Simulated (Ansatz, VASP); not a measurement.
## Two plane-wave programs on ZnS

```
Zn S
1.0
     0.00000    2.70725    2.65311
     2.70725    0.00000    2.65311
     2.70725    2.70725    0.00000
Zn S
1 1
Direct
  0.00000 0.00000 0.00000
  0.25000 0.25000 0.25000
```

Change from the starting cell: z stretched by -2 %, ions relaxed.

Alike in both runs: functional PBE; k mesh 14 × 14 × 14; occupations fermi-dirac, width 0.02 eV; no spin polarisation.

Ansatz relaxed the structure, and its values are those at the end. VASP's run is a single point on that final structure, the one shown.

|  | VASP | Ansatz |
| --- | --- | --- |
| version | VASP 6.6.1 | Ansatz 0.2.0 |
| potentials or method | VASP PAW PBE potentials, release 64 (Zn, S) | plane-wave PAW, scalar-relativistic |
| plane-wave cutoff (eV) | 520 | 420 |
| valence electrons in the cell | 18 | 18 |

```tsv
	VASP	Ansatz	Ansatz less VASP
gap on the k mesh at the Fermi level (eV)	2.13	2.12	-0.006
pressure (GPa)	2.9	2.7	-0.17
```

Ansatz's warnings: stress scf threshold loose.
